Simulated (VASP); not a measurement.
# Zr3N2 (R-3c) in VASP: further runs

Zr3N2 is run at these levels: r2SCAN; tasks: single point.

All numbers are computed with VASP 6.6.1; they aren't measurements. Logs are shortened: lines on timing, memory, paths and dates and some standing lists are left out, and cuts for length are marked.

### Step 1. The cell of the first run

The structure is trigonal, space group R-3c (No. 167). Conventional cell: a = 5.647 Å, b = 5.647 Å, c = 15.708 Å, α = 90.00°, β = 90.00°, γ = 120.00°. Zr (site symmetry 2) has 4 N at 2.27 to 2.30 Å within 3.0 Å. Within 3.0 Å of N (site symmetry 3) lie 6 Zr at 2.27 to 2.30 Å and 1 N at 2.78 Å.

### Step 2. Single point, r2SCAN

Input file POSCAR:

```
Zr3N2
1.0
    2.8236184310      1.6302168612      5.2360161680
   -2.8236184310      1.6302168612      5.2360161680
    0.0000000000     -3.2604337224      5.2360161680
Zr N
6 4
Direct
    0.4247874524      0.0752125476      0.7500000000
    0.0752125476      0.7500000000      0.4247874524
    0.7500000000      0.4247874524      0.0752125476
    0.2500000000      0.5752125476      0.9247874524
    0.9247874524      0.2500000000      0.5752125476
    0.5752125476      0.9247874524      0.2500000000
    0.3385032834      0.3385032834      0.3385032834
    0.1614967166      0.1614967166      0.1614967166
    0.8385032834      0.8385032834      0.8385032834
    0.6614967166      0.6614967166      0.6614967166
```

Input file INCAR.step1:

```
SYSTEM = Zr3N2
PREC = Accurate
ENCUT = 520
ISMEAR = 0
SIGMA = 0.1
LREAL = .False.
LASPH = .True.
NELM = 60
NBANDS = 57
GGA = PE
ALGO = Normal
EDIFF = 1E-4
LWAVE = .True.
LCHARG = .False.
LUSENCCL = .False.
```

Input file INCAR.step2:

```
SYSTEM = Zr3N2
PREC = Accurate
ENCUT = 520
EDIFF = 1E-6
ISMEAR = 0
SIGMA = 0.1
LREAL = .False.
LASPH = .True.
NELM = 60
ALGO = Normal
ISIF = 2
LWAVE = .False.
LCHARG = .False.
METAGGA = R2SCAN
LMIXTAU = .True.
NBANDS = 57
ISTART = 1
LUSENCCL = .False.
```

Input file KPOINTS:

```
regular mesh
0
Gamma
  12 12 12
  0 0 0
```

Potentials or basis: VASP PAW PBE potentials, release 64 (Zr_sv, N).

Run with:

```
> cat potpaw_PBE.64/Zr_sv/POTCAR potpaw_PBE.64/N/POTCAR > POTCAR
> cp INCAR.step1 INCAR
> mpirun -np 1 vasp_std > vasp.out
> cp INCAR.step2 INCAR
> mpirun -np 1 vasp_std > vasp.out
```

OUTCAR:

```text
SYSTEM = Zr3N2
   PREC = Accurate
   ENCUT = 520
   EDIFF = 1E-6
   ISMEAR = 0
   LREAL = .False.
   LASPH = .True.
   NELM = 60
   ISIF = 2
   METAGGA = R2SCAN
   ISTART = 1

 ion  position               nearest neighbor table
   1  0.425  0.075  0.750-   7 2.27   8 2.27   9 2.30  10 2.30   2 3.18   3 3.18   6 3.20   6 3.20
                             5 3.24   4 3.24   4 3.24   5 3.24   2 3.30   3 3.30   3 3.30   2 3.30
   2  0.075  0.750  0.425-   8 2.27   7 2.27   9 2.30  10 2.30   3 3.18   1 3.18   5 3.20   5 3.20
                             6 3.24   4 3.24   4 3.24   6 3.24   1 3.30   3 3.30   3 3.30   1 3.30
   3  0.750  0.425  0.075-   7 2.27   8 2.27  10 2.30   9 2.30   2 3.18   1 3.18   4 3.20   4 3.20
                             6 3.24   5 3.24   5 3.24   6 3.24   1 3.30   2 3.30   2 3.30   1 3.30
   4  0.250  0.575  0.925-  10 2.27   9 2.27   7 2.30   8 2.30   5 3.18   6 3.18   3 3.20   3 3.20
                             1 3.24   2 3.24   2 3.24   1 3.24   6 3.30   5 3.30   5 3.30   6 3.30
   5  0.925  0.250  0.575-   9 2.27  10 2.27   8 2.30   7 2.30   4 3.18   6 3.18   2 3.20   2 3.20
                             1 3.24   3 3.24   3 3.24   1 3.24   6 3.30   4 3.30   4 3.30   6 3.30
   6  0.575  0.925  0.250-   9 2.27  10 2.27   7 2.30   8 2.30   4 3.18   5 3.18   1 3.20   1 3.20
                             2 3.24   3 3.24   2 3.24   3 3.24   5 3.30   4 3.30   4 3.30   5 3.30
   7  0.339  0.339  0.339-   3 2.27   1 2.27   2 2.27   4 2.30   5 2.30   6 2.30
   8  0.161  0.161  0.161-   2 2.27   1 2.27   3 2.27   5 2.30   4 2.30   6 2.30
   9  0.839  0.839  0.839-   5 2.27   6 2.27   4 2.27   2 2.30   3 2.30   1 2.30
  10  0.661  0.661  0.661-   4 2.27   6 2.27   5 2.27   3 2.30   2 2.30   1 2.30

  LATTYP: Found a trigonal (rhomboedric) cell.
 ALAT       =     6.1681677482
 COS(alpha) =     0.5808884211

  Lattice vectors:

 A1 = (   2.8236184310,   1.6302168612,   5.2360161680)
 A2 = (  -2.8236184310,   1.6302168612,   5.2360161680)
 A3 = (   0.0000000000,  -3.2604337224,   5.2360161680)

Analysis of symmetry for initial positions (statically):
=====================================================================
 Subroutine PRICEL returns:
 Original cell was already a primitive cell.

 Routine SETGRP: Setting up the symmetry group for a
 trigonal (rhombohedral) supercell.

 Subroutine GETGRP returns: Found 12 space group operations
 (whereof  6 operations were pure point group operations)
 out of a pool of 12 trial point group operations.

The static configuration has the point symmetry S_6 .
 The point group associated with its full space group is D_3d.

Analysis of symmetry for dynamics (positions and initial velocities):
=====================================================================
 Subroutine PRICEL returns:
 Original cell was already a primitive cell.
[... 141 lines left out ...]
   EFERMI_NEDOS =   21; number of points for ismear=-14 and -15
   IALGO  =     38    algorithm
   IMIX   =      4    mixing-type and parameters
     AMIX     =   0.40;   BMIX     =  1.00
     AMIX_MAG =   1.60;   BMIX_MAG =  1.00
  volume/ion in A,a.u.               =      14.46        97.59
  Fermi-wavevector in a.u.,A,eV,Ry     =   1.408001  2.660736 26.973091  1.982466
  Thomas-Fermi vector in A             =   2.530203
   LORBIT       =      0    0 simple, 1 ext, 2 COOP (PROOUT), +10 PAW based schemes
   METAGGA = R2SCAN    functional components
   LHFCALC =     F    Hartree Fock is set to
   AEXX    =    0.0000 exact exchange contribution
   IVDW    =     0    specifies the selected vdW correction
   LEPSILON=     F    determine dielectric tensor
   LRPA    =     F    only Hartree local field effects (RPA)
 non-spin polarized calculation
 Gauss-broadening in eV      SIGMA  =   0.10
  energy-cutoff  :      520.00
  volume of cell :      144.61
 maximum number of plane-waves:      3925
 NGX is ok and might be reduce to    48
   NGX = 23   NGY = 23   NGZ = 23

 number of electron      92.0000002 magnetization

 Free energy of the ion-electron system (eV)
  ---------------------------------------------------
  ext. energy  EPLUGINS =         0.00000000
  ---------------------------------------------------
  free energy    TOTEN  =      -189.17998357 eV

  energy without entropy =     -189.16120829  energy(sigma->0) =     -189.17059593

 E-fermi :  10.2413     XC(G=0): -12.8490

 val. band max:       10.2387037579   @ k =  -0.3333   0.3333   0.0000
 cond. band min:      10.2455828914   @ k =  -0.3333   0.2500   0.0833
 fundamental gap:      0.0068791334
 Fermi energy:        10.2412670316

 k-point     1 :       0.0000    0.0000    0.0000
  band No.  band energies     occupation
      1     -40.1675      2.00000
      2     -40.0151      2.00000
      3     -39.9937      2.00000
      4     -39.9937      2.00000
      5     -39.9852      2.00000
      6     -39.9852      2.00000
[... 1429 lines left out ...]
     56      14.1899      0.00000
     57      14.4434      0.00000

 [... further k-points ...]

------------------------ aborting loop because EDIFF is reached ----------------------------------------

  FORCE on cell =-STRESS in cart. coord.  units (eV):
  Direction    XX          YY          ZZ          XY          YZ          ZX
  --------------------------------------------------------------------------------------
  -------------------------------------------------------------------------------------
  Total        0.1639010      0.1639010      0.1523533      0.0000000     -0.0000000      0.0000000
  in kB        1.8158864      1.8158864      1.6879469      0.0000000     -0.0000000      0.0000000
  external PRESSURE =       1.7732399 kB  Pullay stress =       0.0000000 kB

 VOLUME and BASIS-vectors are now :
 -----------------------------------------------------------------------------
  energy-cutoff  :      520.00
  volume of cell :      144.61
      direct lattice vectors                 reciprocal lattice vectors
     2.823618431  1.630216861  5.236016168     0.177077750  0.102235887  0.063661632
    -2.823618431  1.630216861  5.236016168    -0.177077750  0.102235887  0.063661632
     0.000000000 -3.260433722  5.236016168     0.000000000 -0.204471774  0.063661632

 POSITION                                       TOTAL-FORCE (eV/Angst)
 -----------------------------------------------------------------------------------
      0.98707     -1.63022      6.54502        -0.004651      0.000000      0.000000
     -1.90534     -0.03972      6.54502         0.002325      0.004028      0.000000
      0.91828      1.66993      6.54502         0.002325     -0.004028      0.000000
     -0.91828     -1.66993      9.16303        -0.002325      0.004028      0.000000
      1.90534      0.03972      9.16303        -0.002325     -0.004028      0.000000
     -0.98707      1.63022      9.16303         0.004651      0.000000      0.000000
      0.00000      0.00000      5.31723         0.000000      0.000000     -0.002806
      0.00000      0.00000      2.53680         0.000000      0.000000      0.002806
      0.00000      0.00000     13.17125         0.000000      0.000000     -0.002806
      0.00000      0.00000     10.39082         0.000000      0.000000      0.002806
 -----------------------------------------------------------------------------------
    total drift:                                0.000000     -0.000000      0.000000

  FREE ENERGIE OF THE ION-ELECTRON SYSTEM (eV)
  ---------------------------------------------------
  free  energy   TOTEN  =      -189.1799835669 eV

  energy  without entropy=     -189.1612082906  energy(sigma->0) =     -189.17059593
```

Wall time 22 min (1 × NVIDIA H100 80GB with 1 thread of AMD EPYC 7R13 (Zen 3), shared host); peak memory 2.1 GiB.

What came out:

```
Free energy            : -189.1800 eV
Pressure               : 0.2 GPa
Largest force          : 0.005 eV/Å
Band gap on the k mesh : zero (bands 46 and 47 overlap by 0.65 eV)
```

Forces in eV/Å, atoms in the order of the input:
```
Zr  -0.005  0.000  0.000
Zr   0.002  0.004  0.000
Zr   0.002 -0.004  0.000
Zr  -0.002  0.004  0.000
Zr  -0.002 -0.004  0.000
Zr   0.005  0.000  0.000
N    0.000  0.000 -0.003
N    0.000  0.000  0.003
N    0.000  0.000 -0.003
N    0.000  0.000  0.003
```

Caveat: the PAW data sets were made with another functional, which shifts forces and pressure a little.

### Step 3. Single point, r2SCAN

POSCAR is that of step 2.

Input file INCAR.step1:

```
PREC = Accurate
ENCUT = 520
ISMEAR = 0
SIGMA = 0.1
LREAL = F
LASPH = T
NELM = 60
NBANDS = 57
GGA = PE
ALGO = Normal
EDIFF = 1E-4
LWAVE = T
LCHARG = F
LUSENCCL = F
```

Input file INCAR.step2:

```
PREC = Accurate
ENCUT = 520
EDIFF = 1E-6
ISMEAR = 0
SIGMA = 0.1
LREAL = F
LASPH = T
NELM = 60
ALGO = Normal
ISIF = 2
LWAVE = F
LCHARG = F
METAGGA = R2SCAN
LMIXTAU = T
NBANDS = 57
ISTART = 1
LUSENCCL = F
```

Input file KPOINTS:

```
regular mesh
0
Gamma
  12 12 12
```

Potentials or basis: VASP PAW PBE potentials, release 64 (Zr_sv, N).

Run with:

```
> cat potpaw_PBE.64/Zr_sv/POTCAR potpaw_PBE.64/N/POTCAR > POTCAR
> cp INCAR.step1 INCAR
> mpirun -np 1 vasp_std > vasp.out
> cp INCAR.step2 INCAR
> mpirun -np 1 vasp_std > vasp.out
```

OUTCAR:

```text
PREC = Accurate
   ENCUT = 520
   EDIFF = 1E-6
   ISMEAR = 0
   LREAL = F
   LASPH = T
   NELM = 60
   ISIF = 2
   METAGGA = R2SCAN
   ISTART = 1

 ion  position               nearest neighbor table
   1  0.425  0.075  0.750-   7 2.27   8 2.27   9 2.30  10 2.30   2 3.18   3 3.18   6 3.20   6 3.20
                             5 3.24   4 3.24   4 3.24   5 3.24   2 3.30   3 3.30   3 3.30   2 3.30
   2  0.075  0.750  0.425-   8 2.27   7 2.27   9 2.30  10 2.30   3 3.18   1 3.18   5 3.20   5 3.20
                             6 3.24   4 3.24   4 3.24   6 3.24   1 3.30   3 3.30   3 3.30   1 3.30
   3  0.750  0.425  0.075-   7 2.27   8 2.27  10 2.30   9 2.30   2 3.18   1 3.18   4 3.20   4 3.20
                             6 3.24   5 3.24   5 3.24   6 3.24   1 3.30   2 3.30   2 3.30   1 3.30
   4  0.250  0.575  0.925-  10 2.27   9 2.27   7 2.30   8 2.30   5 3.18   6 3.18   3 3.20   3 3.20
                             1 3.24   2 3.24   2 3.24   1 3.24   6 3.30   5 3.30   5 3.30   6 3.30
   5  0.925  0.250  0.575-   9 2.27  10 2.27   8 2.30   7 2.30   4 3.18   6 3.18   2 3.20   2 3.20
                             1 3.24   3 3.24   3 3.24   1 3.24   6 3.30   4 3.30   4 3.30   6 3.30
   6  0.575  0.925  0.250-   9 2.27  10 2.27   7 2.30   8 2.30   4 3.18   5 3.18   1 3.20   1 3.20
                             2 3.24   3 3.24   2 3.24   3 3.24   5 3.30   4 3.30   4 3.30   5 3.30
   7  0.339  0.339  0.339-   3 2.27   1 2.27   2 2.27   4 2.30   5 2.30   6 2.30
   8  0.161  0.161  0.161-   2 2.27   1 2.27   3 2.27   5 2.30   4 2.30   6 2.30
   9  0.839  0.839  0.839-   5 2.27   6 2.27   4 2.27   2 2.30   3 2.30   1 2.30
  10  0.661  0.661  0.661-   4 2.27   6 2.27   5 2.27   3 2.30   2 2.30   1 2.30

  LATTYP: Found a trigonal (rhomboedric) cell.
 ALAT       =     6.1681677482
 COS(alpha) =     0.5808884211

  Lattice vectors:

 A1 = (   2.8236184310,   1.6302168612,   5.2360161680)
 A2 = (  -2.8236184310,   1.6302168612,   5.2360161680)
 A3 = (   0.0000000000,  -3.2604337224,   5.2360161680)

Analysis of symmetry for initial positions (statically):
=====================================================================
 Subroutine PRICEL returns:
 Original cell was already a primitive cell.

 Routine SETGRP: Setting up the symmetry group for a
 trigonal (rhombohedral) supercell.

 Subroutine GETGRP returns: Found 12 space group operations
[... 170 lines left out ...]
 maximum number of plane-waves:      3925
 NGX is ok and might be reduce to    48
   NGX = 23   NGY = 23   NGZ = 23

 number of electron      92.0000002 magnetization

 Free energy of the ion-electron system (eV)
  ---------------------------------------------------
  ext. energy  EPLUGINS =         0.00000000
  ---------------------------------------------------
  free energy    TOTEN  =      -189.17998357 eV

  energy without entropy =     -189.16120829  energy(sigma->0) =     -189.17059593

 E-fermi :  10.2413     XC(G=0): -12.8490

 val. band max:       10.2387037579   @ k =  -0.3333   0.3333   0.0000
 cond. band min:      10.2455828914   @ k =  -0.3333   0.2500   0.0833
 fundamental gap:      0.0068791334
 Fermi energy:        10.2412670316

 k-point     1 :       0.0000    0.0000    0.0000
  band No.  band energies     occupation
      1     -40.1675      2.00000
      2     -40.0151      2.00000
      3     -39.9937      2.00000
      4     -39.9937      2.00000
      5     -39.9852      2.00000
      6     -39.9852      2.00000
[... 1429 lines left out ...]
     56      14.1899      0.00000
     57      14.4434      0.00000

 [... further k-points ...]

------------------------ aborting loop because EDIFF is reached ----------------------------------------

  FORCE on cell =-STRESS in cart. coord.  units (eV):
  Direction    XX          YY          ZZ          XY          YZ          ZX
  --------------------------------------------------------------------------------------
  -------------------------------------------------------------------------------------
  Total        0.1639011      0.1639011      0.1523533      0.0000000     -0.0000000     -0.0000000
  in kB        1.8158865      1.8158865      1.6879469      0.0000000     -0.0000000     -0.0000000
  external PRESSURE =       1.7732400 kB  Pullay stress =       0.0000000 kB

 VOLUME and BASIS-vectors are now :
 -----------------------------------------------------------------------------
  energy-cutoff  :      520.00
  volume of cell :      144.61
      direct lattice vectors                 reciprocal lattice vectors
     2.823618431  1.630216861  5.236016168     0.177077750  0.102235887  0.063661632
    -2.823618431  1.630216861  5.236016168    -0.177077750  0.102235887  0.063661632
     0.000000000 -3.260433722  5.236016168     0.000000000 -0.204471774  0.063661632

 POSITION                                       TOTAL-FORCE (eV/Angst)
 -----------------------------------------------------------------------------------
      0.98707     -1.63022      6.54502        -0.004651      0.000000     -0.000000
     -1.90534     -0.03972      6.54502         0.002325      0.004028     -0.000000
      0.91828      1.66993      6.54502         0.002325     -0.004028     -0.000000
     -0.91828     -1.66993      9.16303        -0.002325      0.004028     -0.000000
      1.90534      0.03972      9.16303        -0.002325     -0.004028     -0.000000
     -0.98707      1.63022      9.16303         0.004651      0.000000     -0.000000
      0.00000      0.00000      5.31723         0.000000      0.000000     -0.002806
      0.00000      0.00000      2.53680         0.000000      0.000000      0.002806
      0.00000      0.00000     13.17125         0.000000      0.000000     -0.002806
      0.00000      0.00000     10.39082         0.000000      0.000000      0.002806
 -----------------------------------------------------------------------------------
    total drift:                                0.000000     -0.000000      0.000000

  FREE ENERGIE OF THE ION-ELECTRON SYSTEM (eV)
  ---------------------------------------------------
  free  energy   TOTEN  =      -189.1799835660 eV

  energy  without entropy=     -189.1612082897  energy(sigma->0) =     -189.17059593
```

OUTCAR.step1:

```text
PREC = Accurate
   ENCUT = 520
   ISMEAR = 0
   LREAL = F
[... 1702 lines left out ...]
      0.00000      0.00000      5.31723        -0.000000      0.000000      0.045478
      0.00000      0.00000      2.53680        -0.000000      0.000000     -0.045478
      0.00000      0.00000     13.17125        -0.000000      0.000000      0.045478
      0.00000      0.00000     10.39082        -0.000000      0.000000     -0.045478
 -----------------------------------------------------------------------------------
    total drift:                                0.000000     -0.000000      0.000000

  FREE ENERGIE OF THE ION-ELECTRON SYSTEM (eV)
  ---------------------------------------------------
  free  energy   TOTEN  =       -98.8818340480 eV

  energy  without entropy=      -98.8617905083  energy(sigma->0) =      -98.87181228
```

It took 20 min on 1 × NVIDIA H100 80GB with 1 thread of AMD EPYC 7R13 (Zen 3), shared host; peak memory 2.1 GiB.

What came out:

```yaml
Free_energy: -189.1800 eV
Pressure: 0.2 GPa
Largest_force: 0.005 eV/Å
Band_gap_on_the_k_mesh: zero (bands 46 and 47 overlap by 0.65 eV)
```

Forces on the atoms (eV/Å):
```
Zr  -0.005  0.000  0.000
Zr   0.002  0.004  0.000
Zr   0.002 -0.004  0.000
Zr  -0.002  0.004  0.000
Zr  -0.002 -0.004  0.000
Zr   0.005  0.000  0.000
N    0.000  0.000 -0.003
N    0.000  0.000  0.003
N    0.000  0.000 -0.003
N    0.000  0.000  0.003
```

Caveat: the PAW data sets were made with another functional, which shifts forces and pressure a little.
